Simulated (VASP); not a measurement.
# Pb (Im-3m) in VASP: settings compared

Aim: see how the results for Pb move with the level of theory and the settings. Levels: PBEsol+D4, RPBE+D4. Tasks: single point.

All numbers are computed with VASP 6.6.1; they aren't measurements. Logs are shortened: lines on timing, memory, paths and dates and some standing lists are left out, and cuts for length are marked.

### Step 1. The cell of the first run

The structure is cubic, space group Im-3m (No. 229). Conventional cell: a = 3.863 Å, b = 3.863 Å, c = 3.863 Å, α = 90.00°, β = 90.00°, γ = 90.00°. Pb (site symmetry m-3m) has 14 Pb at 3.35 to 3.86 Å within 4.4 Å.

### Step 2. Single point, PBEsol+D4

INCAR reads:

```
PREC = Accurate
ENCUT = 520
EDIFF = 1E-7
ISMEAR = -1
SIGMA = 0.05
LREAL = F
LASPH = T
NELM = 80
ALGO = Fast
ISIF = 2
LWAVE = F
LCHARG = F
GGA = PS
IVDW = 13
NBANDS = 13
```

KPOINTS reads:

```
regular mesh
0
Gamma
  9 9 9
```

POSCAR reads:

```
Pb
1.0
   -1.9316008863      1.9316008863      1.9316008863
    1.9316008863     -1.9316008863      1.9316008863
    1.9316008863      1.9316008863     -1.9316008863
Pb
1
Direct
    0.0000000000      0.0000000000      0.0000000000
```

Potentials or basis: VASP PAW PBE potentials, release 64 (Pb_d).

The run is started by

```bash
> cat potpaw_PBE.64/Pb_d/POTCAR > POTCAR
> mpirun -np 1 vasp_std > vasp.out
```

OUTCAR:

```text
PREC = Accurate
   ENCUT = 520
   EDIFF = 1E-7
   ISMEAR = -1
   LREAL = F
   LASPH = T
   NELM = 80
   ISIF = 2
   GGA = PS
   IVDW = 13

 ion  position               nearest neighbor table
   1  0.000  0.000  0.000-

  LATTYP: Found a body centered cubic cell.
 ALAT       =     3.8632017726

  Lattice vectors:

 A1 = (  -1.9316008863,   1.9316008863,   1.9316008863)
 A2 = (   1.9316008863,  -1.9316008863,   1.9316008863)
 A3 = (   1.9316008863,   1.9316008863,  -1.9316008863)

Analysis of symmetry for initial positions (statically):
=====================================================================
 Subroutine PRICEL returns:
 Original cell was already a primitive cell.

 Routine SETGRP: Setting up the symmetry group for a
 body centered cubic supercell.

 Subroutine GETGRP returns: Found 48 space group operations
 (whereof 48 operations were pure point group operations)
 out of a pool of 48 trial point group operations.

The static configuration has the point symmetry O_h .

Analysis of symmetry for dynamics (positions and initial velocities):
=====================================================================
 Subroutine PRICEL returns:
 Original cell was already a primitive cell.

 Routine SETGRP: Setting up the symmetry group for a
 body centered cubic supercell.

 Subroutine GETGRP returns: Found 48 space group operations
 (whereof 48 operations were pure point group operations)
 out of a pool of 48 trial point group operations.

The dynamic configuration has the point symmetry O_h .

 Subroutine INISYM returns: Found 48 space group operations
 (whereof 48 operations are pure point group operations),
 and found     1 'primitive' translations

----------------------------------------------------------------------------------------

                                     Primitive cell

  volume of cell :      28.8278

  direct lattice vectors                    reciprocal lattice vectors
    -1.931600886  1.931600886  1.931600886     0.000000000  0.258852646  0.258852646
     1.931600886 -1.931600886  1.931600886     0.258852646  0.000000000  0.258852646
     1.931600886  1.931600886 -1.931600886     0.258852646  0.258852646  0.000000000

  length of vectors
     3.345630875  3.345630875  3.345630875     0.366072922  0.366072922  0.366072922

  position of ions in fractional coordinates (direct lattice)
     0.000000000  0.000000000  0.000000000

  ion indices of the primitive-cell ions
   primitive index   ion index
                 1           1

----------------------------------------------------------------------------------------

 KPOINTS: regular mesh

Automatic generation of k-mesh.
 Grid dimensions read from file:
 generate k-points for:    9    9    9

 Generating k-lattice:

  Cartesian coordinates                     Fractional coordinates (reciprocal lattice)
     0.000000000  0.028761405  0.028761405     0.111111111  0.000000000  0.000000000
     0.028761405  0.000000000  0.028761405     0.000000000  0.111111111  0.000000000
     0.028761405  0.028761405  0.000000000     0.000000000  0.000000000  0.111111111

  Length of vectors
     0.040674769  0.040674769  0.040674769

  Shift w.r.t. Gamma in fractional coordinates (k-lattice)
     0.000000000  0.000000000  0.000000000

 Subroutine IBZKPT returns following result:
 ===========================================

 Found     35 irreducible k-points:

 Following reciprocal coordinates:
            Coordinates               Weight
  0.000000  0.000000  0.000000      1.000000
  0.111111  0.000000  0.000000     12.000000
  0.222222  0.000000  0.000000     12.000000
  0.333333  0.000000  0.000000     12.000000
  0.444444  0.000000  0.000000     12.000000
  0.111111  0.111111  0.000000     24.000000
[... 16 lines left out ...]
 -0.333333  0.444444  0.111111     48.000000
 -0.444444 -0.444444  0.111111     24.000000
 [... further k-points ...]
   k-points           NKPTS =     35   k-points in BZ     NKDIM =     35   number of bands    NBANDS=     13
   number of dos      NEDOS =    301   number of ions     NIONS =      1
   total plane-waves  NPLWV =  21952
   dimension x,y,z NGX =    28 NGY =   28 NGZ =   28
   dimension x,y,z NGXF=    56 NGYF=   56 NGZF=   56
   ions per type =               1
   NGX,Y,Z   is equivalent  to a cutoff of  13.91, 13.91, 13.91 a.u.
   NGXF,Y,Z  is equivalent  to a cutoff of  27.83, 27.83, 27.83 a.u.
 SYSTEM =  unknown system
   PREC   = accura    normal or accurate (medium, high low for compatibility)
   ISTART =      0    job   : 0-new  1-cont  2-samecut
   ICHARG =      2    charge: 1-file 2-atom 10-const
   ISPIN  =      1    spin polarized calculation?
   LNONCOLLINEAR =      F non collinear calculations
   LSORBIT =      F    spin-orbit coupling
   LASPH  =      T    aspherical Exc in radial PAW
   ENCUT  =  520.0 eV  38.22 Ry    6.18 a.u.   6.22  6.22  6.22*2*pi/ulx,y,z
   NELM   =     80;   NELMIN=  2; NELMDL= -5     # of ELM steps
   EDIFF  = 0.1E-06   stopping-criterion for ELM
   LREAL  =      F    real-space projection
   EDIFFG = 0.1E-05   stopping-criterion for IOM
   NSW    =      0    number of steps for IOM
   IBRION =     -1    ionic relax: 0-MD 1-quasi-New 2-CG
   NFREE  =      0    steps in history (QN), initial steepest desc. (CG)
   ISIF   =      2    stress and relaxation
   ISYM   =      2    0-nonsym 1-usesym 2-fastsym
   POTIM  = 0.5000    time-step for ionic-motion
   TEBEG  =    0.0;   TEEND  =   0.0 temperature during run
   PSTRESS=    0.0 pullay stress
   NELECT =      14.0000    total number of electrons
   NUPDOWN=      -1.0000    fix difference up-down
   EMIN   =  10.00;   EMAX   =-10.00  energy-range for DOS
   EFERMI =   0.00;   METHOD = LEGACY
   ISMEAR =    -1;   SIGMA  =   0.05  broadening in eV -4-tet -1-fermi 0-gaus
   EFERMI_NEDOS =   21; number of points for ismear=-14 and -15
   IALGO  =     68    algorithm
   IMIX   =      4    mixing-type and parameters
     AMIX     =   0.40;   BMIX     =  1.00
     AMIX_MAG =   1.60;   BMIX_MAG =  1.00
  volume/ion in A,a.u.               =      28.83       194.54
  Fermi-wavevector in a.u.,A,eV,Ry     =   1.286807  2.431713 22.529513  1.655873
  Thomas-Fermi vector in A             =   2.418859
   LORBIT       =      0    0 simple, 1 ext, 2 COOP (PROOUT), +10 PAW based schemes
   GGA     = PS    functional components
   LHFCALC =     F    Hartree Fock is set to
   AEXX    =    0.0000 exact exchange contribution
   IVDW    =    13    specifies the selected vdW correction
   LEPSILON=     F    determine dielectric tensor
   LRPA    =     F    only Hartree local field effects (RPA)
 non-spin polarized calculation
 RMM-DIIS sequential band-by-band and
  energy-cutoff  :      520.00
  volume of cell :       28.83
 maximum number of plane-waves:       786
 NGX is ok and might be reduce to    28
   NGX = 13   NGY = 13   NGZ = 13

 number of electron      13.9999997 magnetization

 Free energy of the ion-electron system (eV)
  ---------------------------------------------------
  ext. energy  EPLUGINS =         0.00000000
  ---------------------------------------------------
  free energy    TOTEN  =        -3.94449592 eV

  energy without entropy =       -3.94058277  energy(sigma->0) =       -3.94253935

 E-fermi :   7.7142     XC(G=0): -10.5927

 val. band max:        7.6602693825   @ k =  -0.3333   0.3333   0.3333
 cond. band min:       7.8072126925   @ k =   0.2222   0.2222   0.1111
 fundamental gap:      0.1469433100
 Fermi energy:         7.7141896524

 k-point     1 :       0.0000    0.0000    0.0000
  band No.  band energies     occupation
      1      -9.4269      2.00000
      2      -9.4269      2.00000
      3      -9.4269      2.00000
      4      -9.1475      2.00000
      5      -9.1475      2.00000
      6      -4.4505      2.00000
      7      15.7798      0.00000
      8      15.7798      0.00000
      9      15.7798      0.00000
     10      18.8603      0.00000
     11      18.8603      0.00000
     12      18.8603      0.00000
     13      20.3418      0.00000

 k-point     2 :       0.1111    0.0000    0.0000
  band No.  band energies     occupation
      1      -9.4389      2.00000
      2      -9.4138      2.00000
      3      -9.3765      2.00000
      4      -9.1604      2.00000
      5      -9.1485      2.00000
      6      -4.1852      2.00000
      7      13.4235      0.00000
      8      14.9272      0.00000
      9      15.3795      0.00000
     10      17.7332      0.00000
     11      18.3861      0.00000
     12      18.7524      0.00000
     13      21.3121      0.00000

 k-point     3 :       0.2222    0.0000    0.0000
  band No.  band energies     occupation
      1      -9.4690      2.00000
      2      -9.3958      2.00000
      3      -9.2461      2.00000
      4      -9.1830      2.00000
      5      -9.1508      2.00000
      6      -3.3872      2.00000
      7       9.7742      0.00000
      8      13.3944      0.00000
      9      14.4295      0.00000
     10      16.6090      0.00000
     11      17.6787      0.00000
     12      19.2887      0.00000
     13      21.7344      0.00000
[... 305 lines left out ...]
 k-point    23 :      -0.3333    0.4444    0.1111
  band No.  band energies     occupation
      1      -9.4212      2.00000
      2      -9.3570      2.00000
      3      -9.2318      2.00000
      4      -9.1920      2.00000
      5      -9.0488      2.00000
      6      -0.6857      2.00000
      7       5.5724      2.00000
      8       8.7710      0.00000
      9      12.6398      0.00000
     10      16.4467      0.00000
     11      17.5729      0.00000
     12      20.7405      0.00000
     13      21.1115      0.00000

 k-point    24 :      -0.4444   -0.4444    0.1111
  band No.  band energies     occupation
      1      -9.4291      2.00000
      2      -9.3681      2.00000
      3      -9.2454      2.00000
      4      -9.1711      2.00000
      5      -9.0060      2.00000
      6       0.2737      2.00000
      7       4.1979      2.00000
      8       8.3708      0.00000
      9      12.5036      0.00000
     10      16.8249      0.00000
     11      18.2856      0.00000
     12      18.9578      0.00000
     13      20.9225      0.00000

 [... further k-points ...]

------------------------ aborting loop because EDIFF is reached ----------------------------------------

  DFT-D4 for vdW energy calculation

  Edisp (eV):   -0.26602

  FORCE on cell =-STRESS in cart. coord.  units (eV):
  Direction    XX          YY          ZZ          XY          YZ          ZX
  --------------------------------------------------------------------------------------
  -------------------------------------------------------------------------------------
  Total      -0.01021    -0.01021    -0.01021    -0.00000     0.00000     0.00000
  in kB      -0.56749    -0.56749    -0.56749    -0.00000     0.00000     0.00000
  external pressure =       -0.57 kB  Pullay stress =        0.00 kB

 VOLUME and BASIS-vectors are now :
 -----------------------------------------------------------------------------
  energy-cutoff  :      520.00
  volume of cell :       28.83
      direct lattice vectors                 reciprocal lattice vectors
    -1.931600886  1.931600886  1.931600886     0.000000000  0.258852646  0.258852646
     1.931600886 -1.931600886  1.931600886     0.258852646  0.000000000  0.258852646
     1.931600886  1.931600886 -1.931600886     0.258852646  0.258852646  0.000000000

 POSITION                                       TOTAL-FORCE (eV/Angst)
 -----------------------------------------------------------------------------------
      0.00000      0.00000      0.00000         0.000000     -0.000000     -0.000000
 -----------------------------------------------------------------------------------
    total drift:                               -0.000000     -0.000000     -0.000000

  FREE ENERGIE OF THE ION-ELECTRON SYSTEM (eV)
  ---------------------------------------------------
  free  energy   TOTEN  =        -4.2105158924 eV

  energy  without entropy=       -4.2066027425  energy(sigma->0) =       -4.20855932
```

It took 13 s on 1 thread of Intel Xeon 6975P-C, shared host; peak memory 0.16 GiB.

Results:

```
Free energy                : -4.2105 eV
Pressure                   : -0.1 GPa
Band gap on the k mesh     : zero (band 7 reaches 15.78 eV, above the bottom of band 8 at 5.46 eV)
Dispersion energy per atom : -0.266 eV
```

Caveat: the PAW data sets were made with another functional, which shifts forces and pressure a little; spin-orbit coupling is left out, which moves the levels of the heavy elements; pairwise dispersion overbinds metals, which lowers pressure and volume.

### Step 3. Single point, RPBE+D4

This run uses another cell than the first one, of 30.27 Å³/atom, 1.050 times its volume.

INCAR reads:

```
ALGO     = Fast           # electronic algorithm
EDIFF    = 1E-6           # SCF threshold, eV
ENCUT    = 520            # plane-wave cutoff, eV
GGA      = RP             # functional
ISIF     = 2              # what is computed and relaxed
ISMEAR   = -1             # smearing method
IVDW     = 13             # dispersion correction
LASPH    = True           # aspherical terms in the spheres
LCHARG   = False          # write CHGCAR
LREAL    = False          # projectors in reciprocal space
LWAVE    = False          # write WAVECAR
NBANDS   = 13             # bands
NELM     = 100            # most SCF steps
PREC     = Accurate       # precision mode
SIGMA    = 0.05           # smearing width, eV
```

KPOINTS reads:

```
k-points
0
Gamma
  9 9 9
```

POSCAR reads:

```
Pb
1.0
   -1.9632713512      1.9632713512      1.9632713512
    1.9632713512     -1.9632713512      1.9632713512
    1.9632713512      1.9632713512     -1.9632713512
Pb
1
Direct
    0.0000000000      0.0000000000      0.0000000000
```

Potentials or basis: VASP PAW PBE potentials, release 64 (Pb_d).

The run is started by

```bash
> cat potpaw_PBE.64/Pb_d/POTCAR > POTCAR
> mpirun -np 1 vasp_std > vasp.out
```

It took 13 s on 1 thread of Intel Xeon 6975P-C, shared host; peak memory 0.16 GiB.

Results (log left out):

```
Free energy                : -3.8245 eV
Pressure                   : 0.0 GPa
Band gap on the k mesh     : zero (band 7 reaches 15.12 eV, above the bottom of band 8 at 5.36 eV)
Dispersion energy per atom : -0.733 eV
```

Levels at points of the mesh, in eV from the Fermi level:
```tsv
k point	band 4	band 5	band 6	band 7	band 8	band 9	band 10	band 11
(0.00, 0.00, 0.00)	-17.02	-17.02	-11.82	7.64	7.64	7.64	11.04	11.04
```

Caveat: the PAW data sets were made with another functional, which shifts forces and pressure a little; spin-orbit coupling is left out, which moves the levels of the heavy elements; pairwise dispersion overbinds metals, which lowers pressure and volume.
